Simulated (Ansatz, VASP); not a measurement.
# Two plane-wave programs on Ag

```
CELL_PARAMETERS angstrom
0.00000 1.99199 1.99199
1.99199 0.00000 1.99199
1.99199 1.99199 0.00000
ATOMIC_POSITIONS crystal
Ag 0.00000 0.00000 0.00000
```

Change from the starting cell: volume scaled by 0.886, to set the pressure.

Alike in both runs: task single point; functional PBE; k mesh 17 × 17 × 17; occupations fermi-dirac, width 0.05 eV; no spin polarisation.

|  | VASP | Ansatz |
| --- | --- | --- |
| version | VASP 6.6.1 | Ansatz 0.2.0 |
| potentials or method | VASP PAW PBE potentials, release 64 (Ag) | PAW with Ansatz's default frozen-core files, scalar-relativistic |
| plane-wave cutoff (eV) | 520 | 420 |
| valence electrons in the cell | 11 | 19 |

|  | VASP | Ansatz | Ansatz less VASP |
| --- | --- | --- | --- |
| pressure (GPa) | 15.2 | 15.5 | +0.28 |

VASP's potentials hold 11 valence electrons a cell and Ansatz's 19, so a difference there can come from the potentials and not from the codes.
